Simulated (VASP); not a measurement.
A run of VASP 6.6.1:

File INCAR:

```
PREC = Accurate ; ENCUT = 520
EDIFF = 1E-6 ; ISMEAR = 1
SIGMA = 0.05 ; LREAL = False
LASPH = True ; NELM = 80
ALGO = Normal ; ISIF = 2
LWAVE = False ; LCHARG = False
NBANDS = 31
```

KPOINTS

```
regular mesh
0
Gamma
  4 4 6
```

Contents of POSCAR:

```
HfO2
1.0
    4.9233254603      0.0000000000      0.0000000000
    0.0000000000      4.9233254603      0.0000000000
    0.0000000000      0.0000000000      3.2785277011
Hf O
2 4
Direct
    0.0000000000      0.0000000000      0.0000000000
    0.5000000000      0.5000000000      0.5000000000
    0.1949550000      0.8050450000      0.5000000000
    0.3050450000      0.3050450000      0.0000000000
    0.6949550000      0.6949550000      0.0000000000
    0.8050450000      0.1949550000      0.5000000000
```

Potentials or basis: VASP PAW LDA potentials, release 64 (Hf_pv, O).

The run is started by

```bash
$ cat potpaw_LDA.64/Hf_pv/POTCAR potpaw_LDA.64/O/POTCAR > POTCAR
$ mpirun -np 1 vasp_std > vasp.out
```

Hardware: 1 thread of AMD EPYC 7R13 Processor (Zen 3), on a shared host.

Problem. How long does it take, and how much memory?

Solution. Run time: 46 s on 1 thread of AMD EPYC 7R13 Processor (Zen 3), on a shared host, peak memory 0.15 GiB. Counts: scf iterations 13, k points 24.
